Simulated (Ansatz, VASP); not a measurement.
**Si3H2N4O in VASP and in Ansatz**

```
Si N O H
1.0
     5.82262    0.00000    0.00000
     0.00000    7.61924    0.00000
     0.00000    0.00000   28.67096
Si N O H
12 16 4 8
Direct
  0.37500 0.52904 0.35777
  0.87500 0.52904 0.35777
  0.12500 0.20984 0.39784
  0.62500 0.20984 0.39784
  0.12500 0.81920 0.41120
  0.62500 0.81920 0.41120
  0.37123 0.18064 0.49140
  0.87141 0.18174 0.49186
  0.37387 0.78735 0.50484
  0.87400 0.78784 0.50475
  0.12419 0.46855 0.54550
  0.62156 0.46763 0.54485
  0.12500 0.00000 0.37455
  0.62500 0.00000 0.37455
  0.12500 0.63509 0.37533
  0.62500 0.63509 0.37533
  0.37500 0.32009 0.38221
  0.87500 0.32009 0.38221
  0.37500 0.81500 0.44439
  0.87500 0.81500 0.44439
  0.12027 0.19015 0.45830
  0.62148 0.19060 0.45831
  0.12323 0.67716 0.52111
  0.62433 0.67677 0.52113
  0.37187 0.36129 0.52852
  0.87263 0.36186 0.52991
  0.37404 0.99721 0.52618
  0.87367 0.99761 0.52633
  0.36097 0.51690 0.29997
  0.86090 0.51707 0.29996
  0.15111 0.48509 0.60287
  0.61145 0.48255 0.60327
  0.51116 0.50569 0.28504
  0.01104 0.50571 0.28502
  0.23231 0.98519 0.34676
  0.73196 0.98520 0.34670
  0.35148 0.01663 0.56091
  0.84738 0.01568 0.56101
  0.03758 0.56162 0.61992
  0.44720 0.48713 0.61315
```

Alike in both runs: task single point; functional PBE; dispersion D3(BJ); k mesh 3 × 2 × 1; occupations gaussian, width 0.05 eV; no spin polarisation.

|  | VASP | Ansatz |
| --- | --- | --- |
| version | VASP 6.6.1 | Ansatz 0.2.0 |
| potentials or method | VASP PAW PBE potentials, release 64 (Si, N, O, H), cutoff 520 eV | scalar-relativistic, plane waves, PAW |
| valence electrons in the cell | 160 | 160 |

|  | VASP | Ansatz | Ansatz less VASP |
| --- | --- | --- | --- |
| gap on the k mesh at the Fermi level (eV) | 3.59 | 3.59 | -0.001 |
| least direct gap on the mesh (eV) | 3.61 | 3.61 | -0.001 |
| rms of the force components (eV/Å) | 0.290 | 0.294 | +0.0039 |
